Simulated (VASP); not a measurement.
**AlGa3P4: single point with PBE**

AlGa3P4:

```
Al Ga P
1.0
    -2.80757    2.80757    5.61534
     2.80757   -2.80757    5.61534
     2.80757    2.80757   -5.61534
Al Ga P
1 3 4
Cartesian
  0.0000 0.0000 5.6153
  0.0000 0.0000 0.0000
  2.8076 0.0000 2.8077
  0.0000 2.8076 2.8077
  1.4070 1.4070 -1.3999
  1.4006 -1.4006 7.0152
  1.4006 1.4006 4.2155
  -1.4006 1.4006 7.0152
```

This cell differs from its parent crystal: volume scaled by 1.06, then relaxed in part.

```
Program             : VASP 6.6.1
Task                : single point
Functional          : PBE
Potentials or basis : VASP PAW PBE potentials, release 64 (Al, Ga_d, P)
Cutoff              : 520 eV
k mesh              : 8 × 8 × 8
Occupations         : gaussian, width 0.02 eV
Spin                : no spin polarisation
```

The pressure is -4.0 GPa and the largest force is 0.010 eV/Å. The band gap on the k mesh is 1.43 eV, direct.

Forces in eV/Å, atoms in the order of the input:
```
Al   0.000  0.000  0.000
Ga   0.000  0.000  0.000
Ga   0.000  0.000  0.000
Ga   0.000  0.000  0.000
P    0.006  0.006  0.004
P   -0.006  0.006 -0.004
P   -0.006 -0.006  0.004
P    0.006 -0.006 -0.004
```

Levels at points of the mesh, in eV from the valence-band top:
```tsv
k point	band 29	band 30	band 31	band 32	band 33	band 34
(0.00, 0.00, 0.00)	-0.01	0.00	0.00	1.43	1.82	2.04
(0.50, 0.00, 0.00)	-1.94	-1.09	-1.01	3.15	3.18	3.57
(0.50, 0.50, 0.00)	-0.94	-0.88	-0.87	1.45	1.81	3.09
(0.50, 0.50, 0.50)	-1.45	-1.35	-1.35	1.78	1.81	1.81
```

Run time: 17 min on 1 thread of Intel Xeon 8259CL, with other jobs on the host, peak memory 0.6 GiB.

 A k mesh can miss the band edges.
